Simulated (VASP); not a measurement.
CoSi2:

```
CELL_PARAMETERS angstrom
0.00000 2.69133 2.69133
2.69133 0.00000 2.69133
2.69133 2.69133 0.00000
ATOMIC_POSITIONS crystal
Co 0.00000 0.00000 0.00000
Si 0.25000 0.25000 0.25000
Si 0.75000 0.75000 0.75000
```

Base run:

```yaml
Program: VASP 6.6.1
Functional: PBEsol
Potentials_or_basis: VASP PAW PBE potentials, release 64 (Co, Si)
Cutoff: 520 eV
k_mesh: 14 × 14 × 14
Occupations: gaussian, width 0.15 eV
Spin: collinear spin, ferromagnetic start
Starting_moments: "[0.55, 0.0, 0.0] μB"
Fixed_moment: 0.55 μB
```

Its results: pressure -6.0 GPa; site moments Co +0.34; Si +0.04 μB.

Problem. The run is repeated on the same cell with these changes: fixed moment from 0.55 μB to 0.825 μB; moments at the start from [0.55, 0.0, 0.0] to [0.82, 0.0, 0.0]. What comes out?

Solution. Pressure -4.4 GPa; site moments Co +0.50; Si +0.06 μB.

Caveats: the PAW data sets were made with another functional, which shifts forces and pressure a little; the total moment is fixed, so each spin has its own Fermi level.
